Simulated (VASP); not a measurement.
# TiAl (P4/mmm) in VASP: further runs

The runs below take TiAl through single point, with PBEsol.

All numbers are computed with VASP 6.6.1; they aren't measurements. Logs are shortened: lines on timing, memory, paths and dates and some standing lists are left out, and cuts for length are marked.

### 1 The cell of the first run

It takes space group P4/mmm (No. 123, tetragonal). Conventional cell: a = 3.156 Å, b = 3.156 Å, c = 3.503 Å, α = 90.00°, β = 90.00°, γ = 90.00°. Within 3.7 Å of Ti (site symmetry 4/mmm) lie 8 Al at 2.84 Å and 6 Ti at 3.16 to 3.50 Å. Within 3.7 Å of Al (site symmetry 4/mmm) lie 8 Ti at 2.84 Å and 6 Al at 3.16 to 3.50 Å.

### 2 Single point, PBEsol (normal strain along x +0.0000, normal strain along y +0.1100)

The input, INCAR:

```
PREC = Accurate ; ENCUT = 520
EDIFF = 1E-6 ; ISMEAR = 0
SIGMA = 0.15 ; LREAL = False
LASPH = True ; NELM = 60
ALGO = Fast ; ISIF = 2
LWAVE = False ; LCHARG = False
GGA = PS ; NBANDS = 14
```

The input, KPOINTS:

```
Automatic mesh
0
Gamma
  14 14 14
```

The input, POSCAR:

```
TiAl
1.0
    3.1560751060      0.0000000000      0.0000000000
    0.0000000000      3.5032433677      0.0000000000
    0.0000000000      0.0000000000      3.1560751060
Ti Al
1 1
Direct
    0.0000000000      0.0000000000      0.0000000000
    0.5000000000      0.5000000000      0.5000000000
```

Potentials or basis: VASP PAW PBE potentials, release 64 (Ti_sv, Al).

Launch:

```bash
> cat potpaw_PBE.64/Ti_sv/POTCAR potpaw_PBE.64/Al/POTCAR > POTCAR
> mpirun -np 1 vasp_std > vasp.out
```

OUTCAR:

```text
PREC = Accurate
   ENCUT = 520
   EDIFF = 1E-6
   ISMEAR = 0
   LREAL = False
   LASPH = True
   NELM = 60
   ISIF = 2
   GGA = PS

 ion  position               nearest neighbor table
   1  0.000  0.000  0.000-   2 2.84   2 2.84   2 2.84   2 2.84   2 2.84   2 2.84   2 2.84   2 2.84

   2  0.500  0.500  0.500-   1 2.84   1 2.84   1 2.84   1 2.84   1 2.84   1 2.84   1 2.84   1 2.84

  LATTYP: Found a simple tetragonal cell.
 ALAT       =     3.1560751060
 C/A-ratio  =     1.1100000000

  Lattice vectors:

 A1 = (  -3.1560751060,   0.0000000000,   0.0000000000)
 A2 = (   0.0000000000,   0.0000000000,   3.1560751060)
 A3 = (   0.0000000000,   3.5032433677,   0.0000000000)

Analysis of symmetry for initial positions (statically):
=====================================================================
 Subroutine PRICEL returns:
 Original cell was already a primitive cell.

 Routine SETGRP: Setting up the symmetry group for a
 simple tetragonal supercell.

 Subroutine GETGRP returns: Found 16 space group operations
 (whereof 16 operations were pure point group operations)
 out of a pool of 16 trial point group operations.

The static configuration has the point symmetry D_4h.

Analysis of symmetry for dynamics (positions and initial velocities):
=====================================================================
 Subroutine PRICEL returns:
 Original cell was already a primitive cell.

 Routine SETGRP: Setting up the symmetry group for a
 simple tetragonal supercell.

 Subroutine GETGRP returns: Found 16 space group operations
 (whereof 16 operations were pure point group operations)
 out of a pool of 16 trial point group operations.

The dynamic configuration has the point symmetry D_4h.

 Subroutine INISYM returns: Found 16 space group operations
 (whereof 16 operations are pure point group operations),
 and found     1 'primitive' translations

----------------------------------------------------------------------------------------

                                     Primitive cell

  volume of cell :      34.8951

  direct lattice vectors                    reciprocal lattice vectors
     3.156075106  0.000000000  0.000000000     0.316849240  0.000000000  0.000000000
     0.000000000  3.503243368  0.000000000     0.000000000  0.285449766  0.000000000
     0.000000000  0.000000000  3.156075106     0.000000000  0.000000000  0.316849240

  length of vectors
     3.156075106  3.503243368  3.156075106     0.316849240  0.285449766  0.316849240

  position of ions in fractional coordinates (direct lattice)
[... 92 lines left out ...]
   EMIN   =  10.00;   EMAX   =-10.00  energy-range for DOS
   EFERMI =   0.00;   METHOD = LEGACY
   ISMEAR =     0;   SIGMA  =   0.15  broadening in eV -4-tet -1-fermi 0-gaus
   EFERMI_NEDOS =   21; number of points for ismear=-14 and -15
   IALGO  =     68    algorithm
   IMIX   =      4    mixing-type and parameters
     AMIX     =   0.40;   BMIX     =  1.00
     AMIX_MAG =   1.60;   BMIX_MAG =  1.00
  volume/ion in A,a.u.               =      17.45       117.74
  Fermi-wavevector in a.u.,A,eV,Ry     =   1.235521  2.334797 20.769471  1.526513
  Thomas-Fermi vector in A             =   2.370167
   LORBIT       =      0    0 simple, 1 ext, 2 COOP (PROOUT), +10 PAW based schemes
   GGA     = PS    functional components
   LHFCALC =     F    Hartree Fock is set to
   AEXX    =    0.0000 exact exchange contribution
   IVDW    =     0    specifies the selected vdW correction
   LEPSILON=     F    determine dielectric tensor
   LRPA    =     F    only Hartree local field effects (RPA)
 non-spin polarized calculation
 RMM-DIIS sequential band-by-band and
 Gauss-broadening in eV      SIGMA  =   0.15
  energy-cutoff  :      520.00
  volume of cell :       34.90
 maximum number of plane-waves:       968
 NGX is ok and might be reduce to    24
   NGX = 11   NGY = 13   NGZ = 11

 number of electron      14.9999991 magnetization

 Free energy of the ion-electron system (eV)
  ---------------------------------------------------
  ext. energy  EPLUGINS =         0.00000000
  ---------------------------------------------------
  free energy    TOTEN  =       -12.92186203 eV

  energy without entropy =      -12.89013277  energy(sigma->0) =      -12.90599740

 E-fermi :   7.7493     XC(G=0): -10.8338

 val. band max:        7.7464643261   @ k =   0.3571   0.0714   0.3571
 cond. band min:       7.7502385756   @ k =   0.2857   0.0714   0.0714
 fundamental gap:      0.0037742495
 Fermi energy:         7.7493325215

 k-point     1 :       0.0000    0.0000    0.0000
  band No.  band energies     occupation
      1     -48.9978      2.00000
      2     -25.3748      2.00000
      3     -25.2578      2.00000
      4     -25.2578      2.00000
      5      -1.0670      2.00000
      6       6.4220      2.00000
      7       6.6797      2.00000
      8       9.3318      0.00000
      9       9.3318      0.00000
     10       9.7515      0.00000
     11      10.2240      0.00000
     12      12.7987      0.00000
     13      12.7987      0.00000
     14      16.1147      0.00000
[... 377 lines left out ...]
      1     -48.9812      2.00000
      2     -25.4308      2.00000
      3     -25.3687      2.00000
      4     -25.2416      2.00000
      5       2.3500      2.00000
      6       3.2406      2.00000
      7       7.0038      2.00000
      8       7.4226      1.99793
      9       8.3860      0.00000
     10       9.3984      0.00000
     11      10.7689      0.00000
     12      13.3561      0.00000
     13      13.9735      0.00000
     14      16.5150      0.00000

 [... further k-points ...]

------------------------ aborting loop because EDIFF is reached ----------------------------------------

  FORCE on cell =-STRESS in cart. coord.  units (eV):
  Direction    XX          YY          ZZ          XY          YZ          ZX
  --------------------------------------------------------------------------------------
  -------------------------------------------------------------------------------------
  Total       -2.6529284     -1.1564511     -2.6529284      0.0000000      0.0000000      0.0000000
  in kB     -121.8066906    -53.0973572   -121.8066906      0.0000000      0.0000000      0.0000000
  external PRESSURE =     -98.9035795 kB  Pullay stress =       0.0000000 kB

 VOLUME and BASIS-vectors are now :
 -----------------------------------------------------------------------------
  energy-cutoff  :      520.00
  volume of cell :       34.90
      direct lattice vectors                 reciprocal lattice vectors
     3.156075106  0.000000000  0.000000000     0.316849240  0.000000000  0.000000000
     0.000000000  3.503243368  0.000000000     0.000000000  0.285449766  0.000000000
     0.000000000  0.000000000  3.156075106     0.000000000  0.000000000  0.316849240

 POSITION                                       TOTAL-FORCE (eV/Angst)
 -----------------------------------------------------------------------------------
      0.00000      0.00000      0.00000         0.000000      0.000000      0.000000
      1.57804      1.75162      1.57804         0.000000      0.000000      0.000000
 -----------------------------------------------------------------------------------
    total drift:                                0.000000      0.000000      0.000000

  FREE ENERGIE OF THE ION-ELECTRON SYSTEM (eV)
  ---------------------------------------------------
  free  energy   TOTEN  =       -12.9218620312 eV

  energy  without entropy=      -12.8901327704  energy(sigma->0) =      -12.90599740
```

stdout:

```text
POSCAR found type information on POSCAR TiAl
 POSCAR found :  2 types and       2 ions
 scaLAPACK will be used
 -----------------------------------------------------------------------------
|                                                                             |
|                                                                             |
|     You enforced a specific xc type in the INCAR file but a different       |
|     I HOPE YOU KNOW WHAT YOU ARE DOING!                                     |
|                                                                             |
 -----------------------------------------------------------------------------

 LDA part: xc-table for (Slater+PW92), standard interpolation
 POSCAR, INCAR and KPOINTS ok, starting setup
 FFT: planning ... GRIDC
 FFT: planning ... GRID_SOFT
 FFT: planning ... GRID
 WAVECAR not read
 entering main loop
WARNING in EDDRMM: call to ZHEGV failed, returncode =   6  3     12
WARNING in EDDRMM: call to ZHEGV failed, returncode =   8  4      5
WARNING in EDDRMM: call to ZHEGV failed, returncode =   8  4      9
```

Run time: 3.3 min. Hardware: 1 thread of Intel Xeon 8259CL, shared host; peak memory 0.26 GiB.

What came out:

```yaml
Free_energy: -12.9219 eV
Pressure: -9.9 GPa
Band_gap_on_the_k_mesh: zero (an odd number of electrons rules out a gap without spin polarisation)
```

Stress tensor (GPa, compression positive):
```
-12.18   0.00   0.00
  0.00  -5.31   0.00
  0.00   0.00 -12.18
```

Levels at points of the mesh, in eV from the Fermi level:
```csv
k point,band 6,band 7,band 8,band 9,band 10,band 11
"(0.00, 0.00, 0.00)",-1.33,-1.07,1.58,1.58,2.00,2.47
"(0.50, 0.00, 0.00)",-4.78,-0.49,-0.34,0.58,1.81,3.10
"(0.00, 0.50, 0.00)",-5.01,-0.53,0.53,0.53,2.04,2.10
"(0.50, 0.50, 0.00)",-2.36,-1.84,-1.36,0.90,1.06,2.24
"(0.50, 0.00, 0.50)",-1.63,-1.63,-1.12,0.28,0.28,2.82
"(0.50, 0.50, 0.50)",-2.74,-2.71,0.36,2.33,2.59,2.85
```

Caveat: the cell differs from its parent crystal (normal strain along x +0.0000, normal strain along y +0.1100); the cell stands under tension; the PAW data sets were made with another functional, which shifts forces and pressure a little.

### 3 Single point, PBEsol (normal strain along x +0.1100, normal strain along y +0.1100)

The input, INCAR:

```
SYSTEM = TiAl
ALGO = Fast ; EDIFF = 1E-6
ENCUT = 520 ; GGA = PS
ISIF = 2 ; ISMEAR = 0
LASPH = .True. ; LCHARG = .False.
LREAL = .False. ; LWAVE = .False.
NBANDS = 14 ; NELM = 60
PREC = Accurate ; SIGMA = 0.15
```

The input, KPOINTS:

```
k-points
0
Gamma
  14 14 14
  0 0 0
```

POSCAR: that of step 2 with these lines changed.

```diff
@@ -2,3 +2,3 @@
 1.0
-    3.1560751060      0.0000000000      0.0000000000
+    3.5032433677      0.0000000000      0.0000000000
     0.0000000000      3.5032433677      0.0000000000
```

Potentials or basis: VASP PAW PBE potentials, release 64 (Ti_sv, Al).

Launch:

```bash
> cat potpaw_PBE.64/Ti_sv/POTCAR potpaw_PBE.64/Al/POTCAR > POTCAR
> mpirun -np 1 vasp_std > vasp.out
```

Wall time 7.7 min (1 thread of Intel Xeon 8259CL, shared host); peak memory 0.28 GiB.

The run converged. Its results:

| Item | Value |
| --- | --- |
| Free energy | -12.5769 eV |
| Pressure | -15.9 GPa |
| Band gap on the k mesh | zero (an odd number of electrons rules out a gap without spin polarisation) |

Stress tensor (GPa, compression positive):
```
-15.06   0.00   0.00
  0.00 -15.06   0.00
  0.00   0.00 -17.55
```

Levels at points of the mesh, in eV from the Fermi level:
| k point | band 5 | band 6 | band 7 | band 8 | band 9 | band 10 | band 11 | band 12 |
| --- | --- | --- | --- | --- | --- | --- | --- | --- |
| (0.00, 0.00, 0.00) | -8.37 | -1.09 | -0.96 | 1.17 | 1.63 | 1.63 | 2.89 | 2.89 |
| (0.50, 0.00, 0.00) | -5.93 | -4.66 | -0.44 | -0.21 | 0.78 | 1.74 | 2.04 | 6.12 |
| (0.50, 0.50, 0.00) | -4.92 | -2.19 | -2.19 | -1.40 | 1.08 | 1.08 | 1.93 | 3.10 |
| (0.00, 0.00, 0.50) | -5.03 | -4.39 | -0.18 | -0.12 | -0.12 | 1.43 | 2.95 | 6.41 |
| (0.50, 0.00, 0.50) | -4.23 | -1.97 | -1.47 | -1.08 | 0.35 | 0.53 | 2.18 | 3.53 |
| (0.50, 0.50, 0.50) | -2.51 | -2.44 | -2.44 | -0.17 | 2.03 | 2.39 | 2.51 | 2.51 |

Caveat: the cell differs from its parent crystal (normal strain along x +0.1100, normal strain along y +0.1100); the cell stands under tension; the PAW data sets were made with another functional, which shifts forces and pressure a little.

### 4 Single point, PBEsol (normal strain along x -0.1100, normal strain along y -0.1100)

The input, INCAR:

```
PREC = Accurate ; ENCUT = 520
EDIFF = 1E-7 ; ISMEAR = 0
SIGMA = 0.15 ; LREAL = False
LASPH = True ; NELM = 60
ALGO = Normal ; ISIF = 2
LWAVE = False ; LCHARG = False
GGA = PS ; NBANDS = 14
```

The input, KPOINTS:

```
regular mesh
0
Gamma
  14 14 14
```

The input, POSCAR:

```
TiAl
1.0
    2.8089068443      0.0000000000      0.0000000000
    0.0000000000      2.8089068443      0.0000000000
    0.0000000000      0.0000000000      3.1560751060
Ti Al
1 1
Direct
    0.0000000000      0.0000000000      0.0000000000
    0.5000000000      0.5000000000      0.5000000000
```

Potentials or basis: VASP PAW PBE potentials, release 64 (Ti_sv, Al).

Launch:

```bash
> cat potpaw_PBE.64/Ti_sv/POTCAR potpaw_PBE.64/Al/POTCAR > POTCAR
> mpirun -np 1 vasp_std > vasp.out
```

OUTCAR:

```text
PREC = Accurate
   ENCUT = 520
   EDIFF = 1E-7
   ISMEAR = 0
   LREAL = False
   LASPH = True
   NELM = 60
   ISIF = 2
   GGA = PS

 ion  position               nearest neighbor table
   1  0.000  0.000  0.000-   2 2.54   2 2.54   2 2.54   2 2.54   2 2.54   2 2.54   2 2.54   2 2.54

   2  0.500  0.500  0.500-   1 2.54   1 2.54   1 2.54   1 2.54   1 2.54   1 2.54   1 2.54   1 2.54

  LATTYP: Found a simple tetragonal cell.
 ALAT       =     2.8089068443
 C/A-ratio  =     1.1235955056

[... 598 lines left out ...]
------------------------ aborting loop because EDIFF is reached ----------------------------------------

  FORCE on cell =-STRESS in cart. coord.  units (eV):
  Direction    XX          YY          ZZ          XY          YZ          ZX
  --------------------------------------------------------------------------------------
  -------------------------------------------------------------------------------------
  Total        6.2775675      6.2775675      7.7945437      0.0000000      0.0000000      0.0000000
  in kB      403.9056886    403.9056886    501.5096326      0.0000000      0.0000000      0.0000000
  external PRESSURE =     436.4403366 kB  Pullay stress =       0.0000000 kB

 VOLUME and BASIS-vectors are now :
 -----------------------------------------------------------------------------
  energy-cutoff  :      520.00
  volume of cell :       24.90
      direct lattice vectors                 reciprocal lattice vectors
     2.808906844  0.000000000  0.000000000     0.356010382  0.000000000  0.000000000
     0.000000000  2.808906844  0.000000000     0.000000000  0.356010382  0.000000000
     0.000000000  0.000000000  3.156075106     0.000000000  0.000000000  0.316849240

 POSITION                                       TOTAL-FORCE (eV/Angst)
 -----------------------------------------------------------------------------------
      0.00000      0.00000      0.00000         0.000000      0.000000      0.000000
      1.40445      1.40445      1.57804         0.000000      0.000000      0.000000
 -----------------------------------------------------------------------------------
    total drift:                               -0.000000      0.000000      0.000000

  FREE ENERGIE OF THE ION-ELECTRON SYSTEM (eV)
  ---------------------------------------------------
  free  energy   TOTEN  =       -12.3024046804 eV

  energy  without entropy=      -12.2810677216  energy(sigma->0) =      -12.29173620
```

OSZICAR:

```text
N       E                     dE             d eps       ncg     rms          rms(c)
DAV:   1     0.103273157424E+03    0.10327E+03   -0.71897E+03  8064   0.115E+03
DAV:   2    -0.815945906597E+01   -0.11143E+03   -0.10667E+03  8298   0.311E+02
DAV:   3    -0.135011688230E+02   -0.53417E+01   -0.51996E+01 11770   0.654E+01
DAV:   4    -0.136561501283E+02   -0.15498E+00   -0.15430E+00  9208   0.983E+00
DAV:   5    -0.136613085290E+02   -0.51584E-02   -0.51572E-02 11284   0.169E+00    0.139E+01
DAV:   6    -0.122991701644E+02    0.13621E+01   -0.37995E+00  9176   0.288E+01    0.377E+00
DAV:   7    -0.122968168712E+02    0.23533E-02   -0.17629E-01  9350   0.507E+00    0.263E+00
DAV:   8    -0.123018156889E+02   -0.49988E-02   -0.56570E-02 11340   0.185E+00    0.466E-01
DAV:   9    -0.123021979201E+02   -0.38223E-03   -0.43322E-03  9496   0.747E-01    0.199E-01
DAV:  10    -0.123024165175E+02   -0.21860E-03   -0.73802E-04  9124   0.299E-01    0.492E-02
DAV:  11    -0.123024010141E+02    0.15503E-04   -0.48015E-05  9432   0.609E-02    0.239E-02
DAV:  12    -0.123024045105E+02   -0.34964E-05   -0.11463E-05  8736   0.338E-02    0.514E-03
DAV:  13    -0.123024047122E+02   -0.20167E-06   -0.61763E-07  9700   0.899E-03    0.280E-03
DAV:  14    -0.123024046804E+02    0.31713E-07   -0.19290E-07  8710   0.624E-03
   1 F= -.12302405E+02 E0= -.12291736E+02  d E =-.213370E-01
```

stdout:

```text
POSCAR found type information on POSCAR TiAl
 POSCAR found :  2 types and       2 ions
 scaLAPACK will be used
 -----------------------------------------------------------------------------
|                                                                             |
|                                                                             |
|     You enforced a specific xc type in the INCAR file but a different       |
|     I HOPE YOU KNOW WHAT YOU ARE DOING!                                     |
|                                                                             |
 -----------------------------------------------------------------------------

 LDA part: xc-table for (Slater+PW92), standard interpolation
 POSCAR, INCAR and KPOINTS ok, starting setup
 FFT: planning ... GRIDC
 FFT: planning ... GRID_SOFT
 FFT: planning ... GRID
 WAVECAR not read
 entering main loop
```

Run time: 2.1 min. Hardware: 1 thread of Intel Xeon 8259CL, shared host; peak memory 0.22 GiB.

Results:

* Free energy: -12.3024 eV
* Pressure: 43.6 GPa
* Band gap on the k mesh: zero (an odd number of electrons rules out a gap without spin polarisation)

Stress tensor (GPa, compression positive):
```
40.39  0.00  0.00
 0.00 40.39  0.00
 0.00  0.00 50.15
```

Caveat: the cell differs from its parent crystal (normal strain along x -0.1100, normal strain along y -0.1100); the cell stands under pressure; the PAW data sets were made with another functional, which shifts forces and pressure a little.

### 5 The runs side by side

```tsv
cell	gap on the mesh (eV)	pressure (GPa)
a = 3.156, b = 3.503 Å, 2 atoms	none	-9.9
a = 3.503, b = 3.503, c = 3.156 Å, 2 atoms	none	-15.9
a = 2.809, b = 2.809, c = 3.156 Å, 2 atoms	none	43.6
```

Alike in all rows: task single point; level PBEsol; potentials or basis VASP PAW PBE potentials, release 64 (Ti_sv, Al); no spin polarisation; k mesh 14 × 14 × 14; cutoff (eV) 520; smearing gaussian 0.15 eV.

Caveats: the PAW data sets were made with another functional, which shifts forces and pressure a little; the cell stands under tension (at least some runs); the cell stands under pressure (at least some runs).

Absolute energies hang on the potentials; compare differences alone.
